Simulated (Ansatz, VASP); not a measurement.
# TaCd3: VASP beside Ansatz

Contents of INCAR:

```
  ALGO = Fast
  EDIFF = 1E-6
  EDIFFG = -0.01
  ENCUT = 600
  GGA = PE
  IBRION = 2
  ISIF = 3
  ISMEAR = 0
  LASPH = True
  LCHARG = False
  LREAL = False
  LWAVE = False
  NELM = 60
  NSW = 100
  PREC = Accurate
  SIGMA = 0.1
```

KPOINTS

```
k-points
0
Gamma
  12 12 12
```

File POSCAR:

```
TaCd3
1.0
    4.2981067716      0.0000000000      0.0000000000
    0.0000000000      4.2981067716      0.0000000000
    0.0000000000      0.0000000000      4.2981067716
Ta Cd
1 3
Direct
    0.0000000000      0.0000000000      0.0000000000
    0.0000000000      0.5000000000      0.5000000000
    0.5000000000      0.0000000000      0.5000000000
    0.5000000000      0.5000000000      0.0000000000
```

Input for Ansatz:

```yaml
crystal:
  lattice:
    - [4.2981067716, 0.0, 0.0]
    - [0.0, 4.2981067716, 0.0]
    - [0.0, 0.0, 4.2981067716]
  atoms:
    - { symbol: Ta, position: [0.0, 0.0, 0.0] }
    - { symbol: Cd, position: [0.0, 0.5, 0.5] }
    - { symbol: Cd, position: [0.5, 0.0, 0.5] }
    - { symbol: Cd, position: [0.5, 0.5, 0.0] }
basis:
  ecutwfc: 420
kpoints:
  mp_grid: { grid: [12, 12, 12] }
hamiltonian:
  xc: pbe
scf:
  occupations: { method: gaussian, width: 0.1 }
output:
  forces: true
  stress: true
  eigenvalues: true
  write_density: true
  write_potential: true
  elf: true
  volumetric_format: npy
relax:
  adjacent_minimum: "off"
  f_tol: 0.01
  max_steps: 80
  cell: { stress_tol: 0.05 }
```

Change from the starting cell: species swapped into the TaCo3 type (Pm-3m, No. 221).

Alike in both runs: task relaxation of cell and atoms; functional PBE; k mesh 12 × 12 × 12; occupations gaussian, width 0.1 eV; no spin polarisation.

```csv
,VASP,Ansatz
version,VASP 6.6.1,Ansatz 0.2.0
potentials or method,"VASP PAW PBE potentials, release 64 (Ta_pv, Cd), cutoff 600 eV","scalar-relativistic, plane waves, PAW"
valence electrons in the cell,47,73
```

```csv
,VASP,Ansatz,Ansatz less VASP
"gap on the k mesh at the Fermi level, each at its own relaxed structure (eV)",none,none,-
relaxed volume (Å³/atom),19.90,19.82,-0.073
relaxed length of the cell vector where the two differ most in proportion (Å),4.302,4.296,-0.0053
```

A gap of «none» marks a metal or a gap that the smearing closes. VASP's potentials hold 47 valence electrons a cell and Ansatz's 73, so a difference there can come from the potentials and not from the codes.

Spin-orbit coupling is off throughout.
